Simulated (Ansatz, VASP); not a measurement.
**MoS2: VASP beside Ansatz**

```
CELL_PARAMETERS angstrom
1.58000 0.91221 6.15000
-1.58000 0.91221 6.15000
0.00000 -1.82443 6.15000
ATOMIC_POSITIONS crystal
Mo 0.00000 0.00000 0.00000
S 0.25000 0.25000 0.25000
S 0.41700 0.41700 0.41700
```

Alike in both runs: task single point; functional RPBE; k mesh 12 × 12 × 12; no spin polarisation.

|  | VASP | Ansatz |
| --- | --- | --- |
| version | VASP 6.6.1 | Ansatz 0.2.0 |
| potentials or method | VASP PAW PBE potentials, release 64 (Mo_sv, S) | plane waves, PAW |
| plane-wave cutoff (eV) | 520 | 420 |
| occupations | methfessel-paxton of order 1, width 0.15 eV | cold, width 0.15 eV |
| valence electrons in the cell | 26 | 26 |

```csv
,VASP,Ansatz,Ansatz less VASP
pressure (GPa),7.8,8.1,+0.25
"traceless stress, the component that is largest in VASP (GPa)",1.62,1.68,+0.058
```

VASP's potentials were made for PBE, not for RPBE.
